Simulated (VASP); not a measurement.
# GeBr3 (P1) in VASP: notebook

GeBr3 is run at these levels: PBEsol; tasks: single point.

All numbers are computed with VASP 6.6.1; they aren't measurements. Logs are shortened: lines on timing, memory, paths and dates and some standing lists are left out, and cuts for length are marked.

### 1 The cell of the first run

The typed cell holds 8 atoms: a = 7.339 Å, b = 7.381 Å, c = 7.360 Å, α = 118.87°, β = 61.02°, γ = 120.10°.

### 2 Single point, PBEsol

The input, INCAR:

```
ALGO = Normal
EDIFF = 1E-7
ENCUT = 520
GGA = PS
ISIF = 2
ISMEAR = -1
LASPH = True
LCHARG = True
LELF = True
LREAL = False
LVHAR = True
LWAVE = False
NBANDS = 45
NELM = 100
PREC = Accurate
SIGMA = 0.1
```

The input, KPOINTS:

```
k-points
0
Gamma
  3 3 3
```

The input, POSCAR:

```
GeBr3
1.0
   -0.0187920000      7.3387780000      0.0680170000
    6.3946800000     -3.6857660000     -0.0077740000
   -2.0236950000      3.6176770000     -6.0822440000
Br Ge
6 2
Direct
    0.7522432779      0.9963267557      0.9849466557
    0.2355123467     -0.0009062014      0.0253370118
    0.2857927039      0.1528511564      0.5509138564
    0.7262662733      0.8215259838      0.4351252449
    0.1783488500      0.5547206422      0.2085277005
    0.8096508633      0.4600274798      0.8160293749
    0.3534711758      0.9171900680      0.2050499476
    0.6500580476      0.0796599495      0.7749562040
```

Potentials or basis: VASP PAW PBE potentials, release 64 (Br, Ge_d).

Started as:

```console
$ cat potpaw_PBE.64/Br/POTCAR potpaw_PBE.64/Ge_d/POTCAR > POTCAR
$ mpirun -np 1 vasp_std > vasp.out
```

OUTCAR:

```text
EDIFF = 1E-7
   ENCUT = 520
   GGA = PS
   ISIF = 2
   ISMEAR = -1
   LASPH = True
   LREAL = False
   NELM = 100
   PREC = Accurate

 ion  position               nearest neighbor table
   1  0.752  0.996  0.985-   8 2.42   7 2.48
   2  0.236  0.999  0.025-   7 2.30   8 2.61
   3  0.286  0.153  0.551-   7 2.26
   4  0.726  0.822  0.435-   8 2.30
   5  0.178  0.555  0.209-   7 2.32
   6  0.810  0.460  0.816-   8 2.36
   7  0.353  0.917  0.205-   3 2.26   2 2.30   5 2.32   1 2.48
   8  0.650  0.080  0.775-   4 2.30   6 2.36   1 2.42   2 2.61

  LATTYP: Found a triclinic cell.
 ALAT       =    12.7707177897
 B/A-ratio  =     0.5754159134
 C/A-ratio  =     0.5763557723
 COS(alpha) =     0.0009955540
 COS(beta)  =     0.2795931501
 COS(gamma) =     0.8663963932

  Lattice vectors:

 A1 = (  12.7705680000,  -0.0327540000,   0.0524690000)
 A2 = (   6.3758880000,   3.6530120000,   0.0602430000)
 A3 = (   2.0236950000,  -3.6176770000,   6.0822440000)

Analysis of symmetry for initial positions (statically):
=====================================================================
 Subroutine PRICEL returns:
 Original cell was already a primitive cell.

 Routine SETGRP: Setting up the symmetry group for a
 triclinic supercell.

 Subroutine GETGRP returns: Found  1 space group operations
 (whereof  1 operations were pure point group operations)
 out of a pool of  2 trial point group operations.

The static configuration has the point symmetry C_1 .

Analysis of symmetry for dynamics (positions and initial velocities):
=====================================================================
 Subroutine PRICEL returns:
 Original cell was already a primitive cell.

 Routine SETGRP: Setting up the symmetry group for a
 triclinic supercell.

 Subroutine GETGRP returns: Found  1 space group operations
 (whereof  1 operations were pure point group operations)
 out of a pool of  2 trial point group operations.

The dynamic configuration has the point symmetry C_1 .

 Subroutine INISYM returns: Found  1 space group operations
 (whereof  1 operations are pure point group operations),
 and found     1 'primitive' translations

----------------------------------------------------------------------------------------

                                     Primitive cell

  volume of cell :     286.1943

  direct lattice vectors                    reciprocal lattice vectors
    -0.018792000  7.338778000  0.068017000     0.078428723  0.135955673  0.054770558
     6.394680000 -3.685766000 -0.007774000     0.156824594  0.000880322 -0.051655347
    -2.023695000  3.617677000 -6.082244000     0.000676614  0.001519251 -0.163734487

  length of vectors
     7.339117248  7.380844379  7.360476914     0.166237251  0.165115121  0.163742933

  position of ions in fractional coordinates (direct lattice)
     0.752243278  0.996326756  0.984946656
     0.235512347  0.999093799  0.025337012
     0.285792704  0.152851156  0.550913856
     0.726266273  0.821525984  0.435125245
     0.178348850  0.554720642  0.208527700
     0.809650863  0.460027480  0.816029375
     0.353471176  0.917190068  0.205049948
     0.650058048  0.079659949  0.774956204

  ion indices of the primitive-cell ions
   primitive index   ion index
                 1           1
                 2           2
                 3           3
                 4           4
                 5           5
                 6           6
                 7           7
                 8           8

----------------------------------------------------------------------------------------

 KPOINTS: k-points

Automatic generation of k-mesh.
 Grid dimensions read from file:
 generate k-points for:    3    3    3

 Generating k-lattice:

  Cartesian coordinates                     Fractional coordinates (reciprocal lattice)
     0.026142908  0.045318558  0.018256853     0.333333333 -0.000000000  0.000000000
     0.052274865  0.000293441 -0.017218449     0.000000000  0.333333333 -0.000000000
     0.000225538  0.000506417 -0.054578162     0.000000000  0.000000000  0.333333333

  Length of vectors
     0.055412417  0.055038374  0.054580978

  Shift w.r.t. Gamma in fractional coordinates (k-lattice)
     0.000000000  0.000000000  0.000000000

 Subroutine IBZKPT returns following result:
 ===========================================

 Found     14 irreducible k-points:

 Following reciprocal coordinates:
            Coordinates               Weight
  0.000000  0.000000  0.000000      1.000000
  0.333333  0.000000  0.000000      2.000000
 -0.000000  0.333333  0.000000      2.000000
  0.333333  0.333333 -0.000000      2.000000
 -0.333333  0.333333  0.000000      2.000000
 -0.000000  0.000000  0.333333      2.000000
  0.333333  0.000000  0.333333      2.000000
 -0.333333 -0.000000  0.333333      2.000000
  0.000000  0.333333  0.333333      2.000000
  0.333333  0.333333  0.333333      2.000000
 -0.333333  0.333333  0.333333      2.000000
  0.000000 -0.333333  0.333333      2.000000
  0.333333 -0.333333  0.333333      2.000000
 -0.333333 -0.333333  0.333333      2.000000
   k-points           NKPTS =     14   k-points in BZ     NKDIM =     14   number of bands    NBANDS=     45
   number of dos      NEDOS =    301   number of ions     NIONS =      8
   total plane-waves  NPLWV = 175616
   dimension x,y,z NGX =    56 NGY =   56 NGZ =   56
   dimension x,y,z NGXF=   112 NGYF=  112 NGZF=  112
   ions per type =               6   2
   NGX,Y,Z   is equivalent  to a cutoff of  12.69, 12.61, 12.65 a.u.
   NGXF,Y,Z  is equivalent  to a cutoff of  25.37, 25.23, 25.30 a.u.
 SYSTEM =  unknown system
   PREC   = accura    normal or accurate (medium, high low for compatibility)
   ISTART =      0    job   : 0-new  1-cont  2-samecut
   ICHARG =      2    charge: 1-file 2-atom 10-const
   ISPIN  =      1    spin polarized calculation?
   LNONCOLLINEAR =      F non collinear calculations
   LSORBIT =      F    spin-orbit coupling
   LASPH  =      T    aspherical Exc in radial PAW
   ENCUT  =  520.0 eV  38.22 Ry    6.18 a.u.  13.65 13.72 13.69*2*pi/ulx,y,z
   NELM   =    100;   NELMIN=  2; NELMDL= -5     # of ELM steps
   EDIFF  = 0.1E-06   stopping-criterion for ELM
   LREAL  =      F    real-space projection
   EDIFFG = 0.1E-05   stopping-criterion for IOM
   NSW    =      0    number of steps for IOM
   IBRION =     -1    ionic relax: 0-MD 1-quasi-New 2-CG
   NFREE  =      0    steps in history (QN), initial steepest desc. (CG)
   ISIF   =      2    stress and relaxation
   ISYM   =      2    0-nonsym 1-usesym 2-fastsym
   POTIM  = 0.5000    time-step for ionic-motion
   TEBEG  =    0.0;   TEEND  =   0.0 temperature during run
   PSTRESS=    0.0 pullay stress
   NELECT =      70.0000    total number of electrons
   NUPDOWN=      -1.0000    fix difference up-down
   EMIN   =  10.00;   EMAX   =-10.00  energy-range for DOS
   EFERMI =   0.00;   METHOD = LEGACY
   ISMEAR =    -1;   SIGMA  =   0.10  broadening in eV -4-tet -1-fermi 0-gaus
   EFERMI_NEDOS =   21; number of points for ismear=-14 and -15
   IALGO  =     38    algorithm
   IMIX   =      4    mixing-type and parameters
     AMIX     =   0.40;   BMIX     =  1.00
     AMIX_MAG =   1.60;   BMIX_MAG =  1.00
  volume/ion in A,a.u.               =      35.77       241.42
  Fermi-wavevector in a.u.,A,eV,Ry     =   1.023813  1.934726 14.261525  1.048193
  Thomas-Fermi vector in A             =   2.157566
   LORBIT       =      0    0 simple, 1 ext, 2 COOP (PROOUT), +10 PAW based schemes
   GGA     = PS    functional components
   LHFCALC =     F    Hartree Fock is set to
   AEXX    =    0.0000 exact exchange contribution
   IVDW    =     0    specifies the selected vdW correction
   LEPSILON=     F    determine dielectric tensor
   LRPA    =     F    only Hartree local field effects (RPA)
 non-spin polarized calculation
  energy-cutoff  :      520.00
  volume of cell :      286.19
 maximum number of plane-waves:      7721
 NGX is ok and might be reduce to    54
   NGX = 27   NGY = 27   NGZ = 27

 number of electron      70.0000003 magnetization

 Free energy of the ion-electron system (eV)
  ---------------------------------------------------
  ext. energy  EPLUGINS =         0.00000000
  ---------------------------------------------------
  free energy    TOTEN  =       -23.36772432 eV

  energy without entropy =      -23.23428719  energy(sigma->0) =      -23.30100576

 E-fermi :   1.0815     XC(G=0):  -7.5988

 val. band max:        1.0730843961   @ k =  -0.0000   0.3333   0.0000
 cond. band min:       1.2241138440   @ k =   0.3333  -0.3333   0.3333
 fundamental gap:      0.1510294479
 Fermi energy:         1.0814521396

 k-point     1 :       0.0000    0.0000    0.0000
  band No.  band energies     occupation
      1     -24.9810      2.00000
      2     -24.9582      2.00000
      3     -24.9359      2.00000
      4     -24.9133      2.00000
      5     -24.8968      2.00000
      6     -24.2652      2.00000
[... 37 lines left out ...]
     44       7.1430      0.00000
     45       7.3898      0.00000

 k-point     2 :       0.3333    0.0000    0.0000
  band No.  band energies     occupation
      1     -24.9810      2.00000
      2     -24.9582      2.00000
      3     -24.9359      2.00000
      4     -24.9133      2.00000
      5     -24.8968      2.00000
      6     -24.2652      2.00000
[... 37 lines left out ...]
     44       6.7125      0.00000
     45       7.2272      0.00000

 k-point     3 :      -0.0000    0.3333    0.0000
  band No.  band energies     occupation
      1     -24.9810      2.00000
      2     -24.9582      2.00000
      3     -24.9359      2.00000
      4     -24.9133      2.00000
      5     -24.8968      2.00000
      6     -24.2652      2.00000
[... 37 lines left out ...]
     44       6.9866      0.00000
     45       7.4267      0.00000

 k-point     4 :       0.3333    0.3333   -0.0000
  band No.  band energies     occupation
      1     -24.9810      2.00000
      2     -24.9582      2.00000
      3     -24.9359      2.00000
      4     -24.9133      2.00000
      5     -24.8968      2.00000
      6     -24.2652      2.00000
[... 421 lines left out ...]
     44       6.9220      0.00000
     45       7.1895      0.00000

 k-point    13 :       0.3333   -0.3333    0.3333
  band No.  band energies     occupation
      1     -24.9810      2.00000
      2     -24.9582      2.00000
      3     -24.9359      2.00000
      4     -24.9133      2.00000
      5     -24.8968      2.00000
      6     -24.2652      2.00000
[... 37 lines left out ...]
     44       6.8822      0.00000
     45       7.0960      0.00000

 k-point    14 :      -0.3333   -0.3333    0.3333
  band No.  band energies     occupation
      1     -24.9810      2.00000
      2     -24.9582      2.00000
      3     -24.9359      2.00000
      4     -24.9133      2.00000
      5     -24.8968      2.00000
      6     -24.2652      2.00000
[... 37 lines left out ...]
     44       6.8586      0.00000
     45       7.0460      0.00000

------------------------ aborting loop because EDIFF is reached ----------------------------------------

  FORCE on cell =-STRESS in cart. coord.  units (eV):
  Direction    XX          YY          ZZ          XY          YZ          ZX
  --------------------------------------------------------------------------------------
  -------------------------------------------------------------------------------------
  Total        3.9955015      7.0804035      7.9616405     -0.2009931      0.0234473      1.0690853
  in kB       22.3676792     39.6376261     44.5709808     -1.1252028      0.1312630      5.9849700
  external PRESSURE =      35.5254287 kB  Pullay stress =       0.0000000 kB

 VOLUME and BASIS-vectors are now :
 -----------------------------------------------------------------------------
  energy-cutoff  :      520.00
  volume of cell :      286.19
      direct lattice vectors                 reciprocal lattice vectors
    -0.018792000  7.338778000  0.068017000     0.078428723  0.135955673  0.054770558
     6.394680000 -3.685766000 -0.007774000     0.156824594  0.000880322 -0.051655347
    -2.023695000  3.617677000 -6.082244000     0.000676614  0.001519251 -0.163734487

 POSITION                                       TOTAL-FORCE (eV/Angst)
 -----------------------------------------------------------------------------------
      4.36382      5.41154     -5.94727        -0.165220      1.787698     -0.314999
      6.33318     -1.86239     -0.14585         0.042773     -2.003269      0.096110
     -0.14282      3.52702     -3.33254         0.333628      0.105649     -0.977362
      4.35919      3.87610     -2.60353        -0.320003      0.073792      1.065719
      3.12191      0.01868     -1.26050        -0.140206     -0.022648      0.065342
      1.27512      7.19843     -4.91180         0.497994      0.144194      0.098871
      5.44354     -0.04470     -1.23025        -1.022500      0.577469     -0.345991
     -1.07109      7.28057     -4.66988         0.773534     -0.662886      0.312312
 -----------------------------------------------------------------------------------
    total drift:                                0.001202      0.000304     -0.001175

  FREE ENERGIE OF THE ION-ELECTRON SYSTEM (eV)
  ---------------------------------------------------
  free  energy   TOTEN  =       -23.3677243223 eV

  energy  without entropy=      -23.2342871886  energy(sigma->0) =      -23.30100576
```

It took 3.8 min on 1 thread of Intel Xeon Platinum 8559C (Emerald Rapids), shared host; peak memory 0.48 GiB.

Results:

- Free energy: -23.3677 eV
- Pressure: 3.6 GPa
- Largest force: 2.006 eV/Å
- Band gap on the k mesh: zero (band 35 reaches 1.04 eV, above the bottom of band 36 at 0.67 eV)

Forces in eV/Å, atoms in the order of the input:
```
Br  -0.165  1.788 -0.315
Br   0.043 -2.003  0.096
Br   0.334  0.106 -0.977
Br  -0.320  0.074  1.066
Br  -0.140 -0.023  0.065
Br   0.498  0.144  0.099
Ge  -1.022  0.577 -0.346
Ge   0.774 -0.663  0.312
```

Caveat: the PAW data sets were made with another functional, which shifts forces and pressure a little.

### 3 Single point, PBEsol

The input, INCAR:

```
SYSTEM = GeBr3
  PREC = Accurate
  ENCUT = 520
  EDIFF = 1E-6
  ISMEAR = -1
  SIGMA = 0.1
  LREAL = .FALSE.
  LASPH = .TRUE.
  NELM = 100
  ALGO = Normal
  ISIF = 2
  LWAVE = .FALSE.
  LCHARG = .TRUE.
  GGA = PS
  LELF = .TRUE.
  LVHAR = .TRUE.
  NBANDS = 45
```

The input, KPOINTS:

```
regular mesh
0
G
  3 3 3
  0 0 0
```

The input, POSCAR:

```
GeBr3
1.0
   -0.0187920000      7.3387780000      0.0680170000
    6.3946800000     -3.6857660000     -0.0077740000
   -2.0236950000      3.6176770000     -6.0822440000
Br Ge
6 2
Direct
    0.7827017795      1.0003763346      0.9838765267
    0.1833492952     -0.0051378433      0.0457838933
    0.2697070541      0.1502063974      0.5632610201
    0.7703856821      0.8055865215      0.4002065181
    0.1746416886      0.5473354238      0.2128823865
    0.8124951931      0.4867914839      0.8226631764
    0.3627578498      0.9104644263      0.1891400197
    0.6347574641      0.0857120534      0.7822921890
```

Potentials or basis: VASP PAW PBE potentials, release 64 (Br, Ge_d).

Started as:

```console
$ cat potpaw_PBE.64/Br/POTCAR potpaw_PBE.64/Ge_d/POTCAR > POTCAR
$ mpirun -np 1 vasp_std > vasp.out
```

Wall time 3.2 min (1 thread of Intel Xeon Platinum 8559C (Emerald Rapids), shared host); peak memory 0.48 GiB.

Results (log left out):

* Free energy: -23.4052 eV
* Pressure: -0.8 GPa
* Largest force: 1.285 eV/Å
* Band gap on the k mesh: zero (band 35 reaches 0.20 eV, above the bottom of band 36 at -0.15 eV)

Forces on the atoms (eV/Å):
```
Br  -0.056 -0.164 -0.349
Br   0.187  0.288  0.426
Br  -0.098  0.478  0.570
Br   0.258 -0.676 -1.060
Br   0.612  0.118  0.218
Br  -1.022  0.112  0.236
Ge  -0.507 -0.159 -1.165
Ge   0.625  0.004  1.122
```

Stress tensor (GPa, compression positive):
```
-1.44  0.58  1.28
 0.58 -0.13 -0.62
 1.28 -0.62 -0.85
```

Levels at points of the mesh, in eV from the Fermi level:
| k point | band 33 | band 34 | band 35 | band 36 | band 37 | band 38 |
| --- | --- | --- | --- | --- | --- | --- |
| (0.00, 0.00, 0.00) | -1.10 | -0.93 | -0.69 | -0.32 | 2.37 | 2.52 |

Caveat: the PAW data sets were made with another functional, which shifts forces and pressure a little.

### 4 Single point, PBEsol

The input, INCAR:

```
SYSTEM = GeBr3
ALGO     = Normal         ! electronic algorithm
EDIFF    = 1E-7           ! SCF threshold, eV
ENCUT    = 520            ! plane-wave cutoff, eV
GGA      = PS             ! functional
ISIF     = 2              ! what is computed and relaxed
ISMEAR   = -1             ! smearing method
LASPH    = .TRUE.         ! aspherical terms in the spheres
LCHARG   = .TRUE.         ! write CHGCAR
LELF     = .TRUE.         ! ELF
LREAL    = .FALSE.        ! projectors in reciprocal space
LVHAR    = .TRUE.       
LWAVE    = .FALSE.        ! write WAVECAR
NBANDS   = 45             ! bands
NELM     = 100            ! most SCF steps
PREC     = Accurate       ! precision mode
SIGMA    = 0.1            ! smearing width, eV
```

The input, KPOINTS:

```
k-points
0
G
  3 3 3
  0 0 0
```

The input, POSCAR:

```
GeBr3
1.0
   -0.0187920000      7.3387780000      0.0680170000
    6.3946800000     -3.6857660000     -0.0077740000
   -2.0236950000      3.6176770000     -6.0822440000
Br Ge
6 2
Direct
    0.8087472004      1.0050875321      0.9892929333
    0.1382477393     -0.0081061852      0.0585580279
    0.2625830175      0.1440823641      0.5677531209
    0.8012733624      0.7980921770      0.3816813074
    0.1781495265      0.5473897364      0.2137779722
    0.8105020933      0.4962820732      0.8248540874
    0.3596100846      0.9016605178      0.1934786060
    0.6310595653      0.0970797830      0.7699842493
```

Started as:

```console
$ cat potpaw_PBE.64/Br/POTCAR potpaw_PBE.64/Ge_d/POTCAR > POTCAR
$ mpirun -np 1 vasp_std > vasp.out
```

It took 3.5 min on 1 thread of Intel Xeon Platinum 8559C (Emerald Rapids), shared host; peak memory 0.48 GiB.

Results (log left out):

- Free energy: -22.5778 eV
- Pressure: -1.0 GPa
- Largest force: 1.890 eV/Å
- Band gap on the k mesh: zero (band 35 reaches 0.12 eV, above the bottom of band 36 at -0.34 eV)

Forces on the atoms (eV/Å):
```
Br  -0.107 -1.447 -0.431
Br   0.589  1.609  0.797
Br  -0.031  0.674  0.561
Br  -0.029 -1.012 -1.470
Br   0.021  0.279  0.157
Br  -1.376  0.065  0.455
Ge   0.746 -0.401 -0.297
Ge   0.187  0.234  0.229
```

Stress tensor (GPa, compression positive):
```
-0.75  0.76  0.95
 0.76 -1.20 -0.76
 0.95 -0.76 -1.06
```

Levels at points of the mesh, in eV from the Fermi level:
| k point | band 33 | band 34 | band 35 | band 36 | band 37 | band 38 |
| --- | --- | --- | --- | --- | --- | --- |
| (0.00, 0.00, 0.00) | -1.04 | -0.80 | -0.61 | -0.31 | 1.95 | 2.60 |

Caveat: the PAW data sets were made with another functional, which shifts forces and pressure a little.
